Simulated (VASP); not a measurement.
V:

```xyz
2
Lattice="0.0000 0.0000 3.0287 3.0287 -3.0287 0.0000 1.5144 1.5144 -1.5144" Properties=species:S:1:pos:R:3 pbc="T T T"
V     0.0000    0.0000    0.0000
V     1.5144   -1.5144    1.5144
```

Base run:

```yaml
Program: VASP 6.6.1
Functional: PBE
Potentials_or_basis: VASP PAW PBE potentials, release 64 (V_sv)
Cutoff: 520 eV
k_mesh: 9 × 5 × 9
Occupations: fermi-dirac, width 0.05 eV
Spin: collinear spin, ferrimagnetic start
Starting_moments: "[2.0, -1.0] μB"
Hubbard_terms: V d U = 6.0 eV
```

Its results: band gap on the k mesh zero (filled and empty bands overlap); pressure 43.6 GPa.

Task: The run is repeated on the same cell with these changes: spin from collinear spin, ferrimagnetic start to no spin polarisation; further incar settings from ALGO = Fast; EDIFF = 1e-07; NBANDS = 24 to ALGO = Normal; EDIFF = 1e-06; NBANDS = 20. What comes out?

Result: Band gap on the k mesh zero (bands 13 and 14 overlap by 1.38 eV); pressure 11.9 GPa.

Caveats: the cell stands under pressure; the U is typed as a test and isn't derived for this compound; U without spin polarisation on a metal has little footing (at least some runs).
